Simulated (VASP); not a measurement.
# NaF (Villiaumite) (Fm-3m) in VASP: further runs

The runs below take NaF (Villiaumite) through vibrations by perturbation theory, elastic constants, with LDA.

All numbers are computed with VASP 6.6.1; they aren't measurements. Logs are shortened: lines on timing, memory, paths and dates and some standing lists are left out, and cuts for length are marked.

## (1) The cell of the first run

The structure is cubic, space group Fm-3m (No. 225). Conventional cell: a = 4.503 Å, b = 4.503 Å, c = 4.503 Å, α = 90.00°, β = 90.00°, γ = 90.00°. Na (site symmetry m-3m) has 6 F at 2.25 Å within 3.0 Å. F (site symmetry m-3m) has 6 Na at 2.25 Å within 3.0 Å.

## (2) Vibrations by perturbation theory, LDA

Contents of INCAR:

```
SYSTEM = NaF
PREC = Accurate
ENCUT = 520
EDIFF = 1E-8
ISMEAR = 0
SIGMA = 0.01
LREAL = .False.
LASPH = .True.
NELM = 60
ALGO = Normal
ISIF = 2
LWAVE = .False.
LCHARG = .True.
IBRION = 8
NSW = 1
LEPSILON = .True.
```

Contents of KPOINTS:

```
Automatic mesh
0
Gamma
  10 10 10
  0 0 0
```

Contents of POSCAR:

```
NaF
1.0
    0.0000000000      2.2513375223      2.2513375223
    2.2513375223      0.0000000000      2.2513375223
    2.2513375223      2.2513375223      0.0000000000
Na F
1 1
Direct
    0.0000000000      0.0000000000      0.0000000000
    0.5000000000      0.5000000000      0.5000000000
```

Potentials or basis: VASP PAW LDA potentials, release 64 (Na_pv, F).

On the command line:

```console
> cat potpaw_LDA.64/Na_pv/POTCAR potpaw_LDA.64/F/POTCAR > POTCAR
> mpirun -np 1 vasp_std > vasp.out
```

OUTCAR:

```text
SYSTEM = NaF
   PREC = Accurate
   ENCUT = 520
   EDIFF = 1E-8
   ISMEAR = 0
   LREAL = .False.
   LASPH = .True.
   NELM = 60
   ISIF = 2
   IBRION = 8
   NSW = 1
   LEPSILON = .True.

 ion  position               nearest neighbor table
   1  0.000  0.000  0.000-   2 2.25   2 2.25   2 2.25   2 2.25   2 2.25   2 2.25
   2  0.500  0.500  0.500-   1 2.25   1 2.25   1 2.25   1 2.25   1 2.25   1 2.25

  LATTYP: Found a face centered cubic cell.
 ALAT       =     4.5026750446

  Lattice vectors:

 A1 = (   0.0000000000,   2.2513375223,   2.2513375223)
 A2 = (   2.2513375223,   0.0000000000,   2.2513375223)
 A3 = (   2.2513375223,   2.2513375223,   0.0000000000)

Analysis of symmetry for initial positions (statically):
=====================================================================
 Subroutine PRICEL returns:
 Original cell was already a primitive cell.

 Routine SETGRP: Setting up the symmetry group for a
 face centered cubic supercell.

 Subroutine GETGRP returns: Found 48 space group operations
 (whereof 48 operations were pure point group operations)
 out of a pool of 48 trial point group operations.

The static configuration has the point symmetry O_h .

Analysis of symmetry for dynamics (positions and initial velocities):
=====================================================================
 Subroutine PRICEL returns:
 Original cell was already a primitive cell.

 Routine SETGRP: Setting up the symmetry group for a
 face centered cubic supercell.

 Subroutine GETGRP returns: Found 48 space group operations
 (whereof 48 operations were pure point group operations)
 out of a pool of 48 trial point group operations.

The dynamic configuration has the point symmetry O_h .

 Subroutine INISYM returns: Found 48 space group operations
 (whereof 48 operations are pure point group operations),
 and found     1 'primitive' translations

----------------------------------------------------------------------------------------

                                     Primitive cell

  volume of cell :      22.8219

  direct lattice vectors                    reciprocal lattice vectors
     0.000000000  2.251337522  2.251337522    -0.222090200  0.222090200  0.222090200
     2.251337522  0.000000000  2.251337522     0.222090200 -0.222090200  0.222090200
     2.251337522  2.251337522  0.000000000     0.222090200  0.222090200 -0.222090200

  length of vectors
     3.183872058  3.183872058  3.183872058     0.384671510  0.384671510  0.384671510

  position of ions in fractional coordinates (direct lattice)
     0.000000000  0.000000000  0.000000000
     0.500000000  0.500000000  0.500000000

  ion indices of the primitive-cell ions
   primitive index   ion index
                 1           1
                 2           2

----------------------------------------------------------------------------------------

 KPOINTS: Automatic mesh

Automatic generation of k-mesh.
 Grid dimensions read from file:
 generate k-points for:   10   10   10

 Generating k-lattice:

  Cartesian coordinates                     Fractional coordinates (reciprocal lattice)
    -0.022209020  0.022209020  0.022209020     0.100000000  0.000000000  0.000000000
     0.022209020 -0.022209020  0.022209020     0.000000000  0.100000000  0.000000000
     0.022209020  0.022209020 -0.022209020     0.000000000  0.000000000  0.100000000

  Length of vectors
     0.038467151  0.038467151  0.038467151

  Shift w.r.t. Gamma in fractional coordinates (k-lattice)
     0.000000000  0.000000000  0.000000000

 Subroutine IBZKPT returns following result:
 ===========================================

 Found     47 irreducible k-points:

[... 442 lines left out ...]
  energy-cutoff  :      520.00
  volume of cell :       22.82
      direct lattice vectors                 reciprocal lattice vectors
     0.000000000  2.251337522  2.251337522    -0.222090200  0.222090200  0.222090200
     2.251337522  0.000000000  2.251337522     0.222090200 -0.222090200  0.222090200
     2.251337522  2.251337522  0.000000000     0.222090200  0.222090200 -0.222090200

 POSITION                                       TOTAL-FORCE (eV/Angst)
 -----------------------------------------------------------------------------------
      0.00000      0.00000      0.00000         0.000000     -0.000000     -0.000000
      2.25134      2.25134      2.25134        -0.000000      0.000000      0.000000
 -----------------------------------------------------------------------------------
    total drift:                                0.000000     -0.000000      0.000000

  FREE ENERGIE OF THE ION-ELECTRON SYSTEM (eV)
  ---------------------------------------------------
  free  energy   TOTEN  =        -9.3325618478 eV

  energy  without entropy=       -9.3325618478  energy(sigma->0) =       -9.33256185

 HEAD OF MICROSCOPIC STATIC DIELECTRIC TENSOR (INDEPENDENT PARTICLE, excluding Hartree and local field effects)
 ------------------------------------------------------
           1.964296     0.000000     0.000000
           0.000000     1.964296     0.000000
          -0.000000     0.000000     1.964296
 ------------------------------------------------------

 Free energy of the ion-electron system (eV)
  ---------------------------------------------------
  ---------------------------------------------------
  free energy    TOTEN  =        -0.06203241 eV

  energy without entropy =       -0.06203241

------------------------ aborting loop because EDIFF is reached ----------------------------------------

--------------------------------------- Ionic step        2  -------------------------------------------

------------------------ aborting loop because EDIFF is reached ----------------------------------------

--------------------------------------- Ionic step        3  -------------------------------------------

------------------------ aborting loop because EDIFF is reached ----------------------------------------

 PIEZOELECTRIC TENSOR FIELD DIRECTION 3  (e Angst)
 -----------------------------------------------------------------------------
    -0.00010  0.00000  0.00000           ( -0.00000  0.00000  0.00000)
     0.00000 -0.00010 -0.00000           (  0.00000 -0.00000  0.00000)
     0.00000 -0.00000  0.00000           (  0.00000  0.00000 -0.00001)

 PIEZOELECTRIC TENSOR FIELD DIRECTION 3  (C/m^2)
 -----------------------------------------------------------------------------
    -0.00007  0.00000  0.00000
     0.00000 -0.00007 -0.00000
     0.00000 -0.00000  0.00000

--------------------------------------- Ionic step        4  -------------------------------------------

------------------------ aborting loop because EDIFF is reached ----------------------------------------

[... ionic steps 5 to 6 ...]

--------------------------------------- Ionic step        7  -------------------------------------------

 Free energy of the ion-electron system (eV)
  ---------------------------------------------------
  ---------------------------------------------------
  free energy    TOTEN  =        -0.51837994 eV

  energy without entropy =       -0.51837994

------------------------ aborting loop because EDIFF is reached ----------------------------------------

 INTERNAL STRAIN TENSOR  FOR ION    2  DIRECTION 1   (eV/Angst):
 -----------------------------------------------------------------------------
     0.07103 -0.00000  0.00000
    -0.00000 -0.01329  0.00000
    -0.00000  0.00000 -0.01329

 MACROSCOPIC STATIC DIELECTRIC TENSOR (including local field effects in DFT)
 ------------------------------------------------------
           1.918250    -0.000000    -0.000000
          -0.000000     1.918250     0.000000
           0.000000     0.000000     1.918250
 ------------------------------------------------------

 PIEZOELECTRIC TENSOR (including local field effects)  for field in x, y, z        (e  Angst)
          XX          YY          ZZ          XY          YZ          ZX
  --------------------------------------------------------------------------------
  x     0.00000     0.00000     0.00000     0.00000     0.00000     0.00000
  y     0.00000     0.00000     0.00000     0.00000     0.00000     0.00000
  z     0.00000     0.00000     0.00000     0.00000     0.00000     0.00000

 PIEZOELECTRIC TENSOR (including local field effects)  for field in x, y, z        (C/m^2)
          XX          YY          ZZ          XY          YZ          ZX
  --------------------------------------------------------------------------------
  x     0.00000     0.00000     0.00000     0.00000     0.00000     0.00000
  y     0.00000     0.00000     0.00000     0.00000     0.00000     0.00000
  z     0.00000     0.00000     0.00000     0.00000     0.00000     0.00000

 BORN EFFECTIVE CHARGES (including local field effects) (in |e|, cummulative output)
 ---------------------------------------------------------------------------------
 ion    1
    1     0.99337     0.00000     0.00000
    2     0.00000     0.99337     0.00000
    3     0.00000     0.00000     0.99337
 ion    2
    1    -0.99337     0.00000     0.00000
    2     0.00000    -0.99337     0.00000
    3     0.00000     0.00000    -0.99337

 INTERNAL STRAIN TENSOR FOR ION    2 for displacements in x,y,z  (eV/Angst):
          X           Y           Z          XY          YZ          ZX
  --------------------------------------------------------------------------------
  x     0.00000     0.00000     0.00000     0.00000     0.00000     0.00000
  y     0.00000     0.00000     0.00000     0.00000     0.00000     0.00000
  z     0.00000     0.00000     0.00000     0.00000     0.00000     0.00000

 SECOND DERIVATIVES (NOT SYMMETRIZED)
 ------------------------------------
               1X          1Y          1Z          2X          2Y          2Z
  1X    -2.990928    0.000000    0.000000    2.990928    0.000000    0.000000
  1Y     0.000000   -2.990928    0.000000    0.000000    2.990928    0.000000
  1Z     0.000000    0.000000   -2.990928    0.000000    0.000000    2.990928
  2X     3.045019    0.000000    0.000000   -3.045019    0.000000    0.000000
  2Y     0.000000    3.045019    0.000000    0.000000   -3.045019    0.000000
  2Z     0.000000    0.000000    3.045019    0.000000    0.000000   -3.045019

 Eigenvectors and eigenvalues of the dynamical matrix
 ----------------------------------------------------

   1 f  =    8.424359 THz    52.931807 2PiTHz  281.006359 cm-1    34.840332 meV
             X         Y         Z           dx          dy          dz
      0.000000  0.000000  0.000000     0.000000    0.000000   -0.669349
      2.251338  2.251338  2.251338     0.000000   -0.000000    0.742948
[... 21 lines left out ...]
   6 f/i=    0.037544 THz     0.235893 2PiTHz    1.252317 cm-1     0.155267 meV
             X         Y         Z           dx          dy          dz
      0.000000  0.000000  0.000000     0.408351   -0.619095    0.044068
      2.251338  2.251338  2.251338     0.367899   -0.557766    0.039702

--------------------------------------------------------------------------------------------------------

 MACROSCOPIC STATIC DIELECTRIC TENSOR IONIC CONTRIBUTION
 ------------------------------------------------------
           2.592434     0.000000     0.000000
           0.000000     2.592434    -0.000000
           0.000000    -0.000000     2.592434
 ------------------------------------------------------

 ELASTIC MODULI CONTR FROM IONIC RELAXATION (kBar)
 Direction    XX          YY          ZZ          XY          YZ          ZX
 --------------------------------------------------------------------------------
 XX           0.0000      0.0000      0.0000      0.0000      0.0000      0.0000
 YY           0.0000      0.0000      0.0000      0.0000      0.0000      0.0000
 ZZ           0.0000      0.0000      0.0000      0.0000      0.0000      0.0000
 XY           0.0000      0.0000      0.0000      0.0000      0.0000      0.0000
 YZ           0.0000      0.0000      0.0000      0.0000      0.0000      0.0000
 ZX           0.0000      0.0000      0.0000      0.0000      0.0000      0.0000
 --------------------------------------------------------------------------------

 PIEZOELECTRIC TENSOR IONIC CONTR  for field in x, y, z        (C/m^2)
          XX          YY          ZZ          XY          YZ          ZX
  --------------------------------------------------------------------------------
  x     0.00000     0.00000     0.00000     0.00000     0.00000     0.00000
  y     0.00000     0.00000     0.00000     0.00000     0.00000     0.00000
  z     0.00000     0.00000     0.00000     0.00000     0.00000     0.00000
```

Run time: 52 s. Hardware: 1 thread of Intel Xeon 6975P-C (Granite Rapids), shared host; peak memory 0.19 GiB.

Results:

```yaml
Electronic_dielectric_tensor_diagonal: 1.92
Born_charges_mean_of_the_diagonal: Na +0.99; F -0.99 e
Highest_phonon_frequency_at_Γ_LO-TO_splitting_left_out: 281 cm⁻¹
```

Phonon frequencies in cm⁻¹ (negative: imaginary):
```tsv
q point	frequencies
(0.000, 0.000, 0.000)	-1 -1 -1 281 281 281
```

Electronic dielectric tensor:
```
1.92 0.00 0.00
0.00 1.92 0.00
0.00 0.00 1.92
```

Born effective charge tensors (e):
atom 1, Na
```
0.99 0.00 0.00
0.00 0.99 0.00
0.00 0.00 0.99
```
atom 2, F
```
-0.99  0.00  0.00
 0.00 -0.99  0.00
 0.00  0.00 -0.99
```

(Continued in part 2 of 2.)
